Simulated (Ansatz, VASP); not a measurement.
# SnSe: VASP beside Ansatz

Contents of INCAR:

```
PREC = Accurate
ENCUT = 520
EDIFF = 1E-7
ISMEAR = 0
SIGMA = 0.05
LREAL = F
LASPH = T
NELM = 60
ALGO = Normal
ISIF = 2
LWAVE = F
LCHARG = F
GGA = PE
IVDW = 12
NBANDS = 17
```

File KPOINTS:

```
regular mesh
0
Gamma
  10 10 10
```

The input POSCAR:

```
SnSe
1.0
    0.0000000000      2.8991057745      2.8991057745
    2.8991057745      0.0000000000      2.8991057745
    2.8991057745      2.8991057745      0.0000000000
Sn Se
1 1
Direct
    0.0000000000      0.0000000000      0.0000000000
    0.5000000000      0.5000000000      0.5000000000
```

Input for Ansatz:

```yaml
crystal:
  lattice:
    - [0.0, 2.8991057745, 2.8991057745]
    - [2.8991057745, 0.0, 2.8991057745]
    - [2.8991057745, 2.8991057745, 0.0]
  atoms:
    - { symbol: Sn, position: [0.0, 0.0, 0.0] }
    - { symbol: Se, position: [0.5, 0.5, 0.5] }
basis:
  ecutwfc: 420
kpoints:
  mp_grid: { grid: [10, 10, 10] }
hamiltonian:
  xc: pbe
  dispersion: d3bj
scf:
  occupations: { method: gaussian, width: 0.05 }
output:
  forces: true
  stress: true
  eigenvalues: true
```

Change from the starting cell: strain -0.030 along x and y, -0.030 along z, atoms carried along.

Alike in both runs: task single point; functional PBE; dispersion D3(BJ); k mesh 10 × 10 × 10; occupations gaussian, width 0.05 eV; no spin polarisation.

|  | VASP | Ansatz |
| --- | --- | --- |
| version | VASP 6.6.1 | Ansatz 0.2.0 |
| potentials or method | VASP PAW PBE potentials, release 64 (Sn_d, Se), cutoff 520 eV | scalar-relativistic, plane waves, PAW |
| valence electrons in the cell | 20 | 30 |

```csv
,VASP,Ansatz,Ansatz less VASP
gap on the k mesh at the Fermi level (eV),0.36,0.36,+0.001
least direct gap on the mesh (eV),0.56,0.56,-0.001
pressure (GPa),5.9,5.9,0.00
```

VASP's potentials hold 20 valence electrons a cell and Ansatz's 30, so a difference there can come from the potentials and not from the codes.
